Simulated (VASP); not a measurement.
SiO2:

```
Si O
1.0
     5.02889    0.00000    0.00000
     0.54591    4.99917    0.00000
    -2.78740   -2.49959    3.35741
Si O
2 4
Cartesian
  0.0000 0.0000 0.0000
  2.5144 0.0000 1.6787
  2.9275 0.9414 2.9323
  0.9807 0.3084 1.2536
  3.4951 0.3084 0.4251
  2.6545 -1.5582 2.1038
```

Program: VASP 6.6.1. Alike in all runs: task single point; level PBEsol; potentials or basis VASP PAW PBE potentials, release 64 (Si, O); no spin polarisation; cell as given; cutoff (eV) 520; smearing gaussian 0.01 eV. Hardware: 1 thread of Intel Xeon 6975P-C, with other jobs on the host.

Order these runs on this cell by their wall time, lowest first.
A. k mesh 4 × 4 × 4
B. k mesh 2 × 2 × 2
C. k mesh 8 × 8 × 8

B (11 s), A (37 s), C (130 s).

Caveats: some runs use coarse meshes.
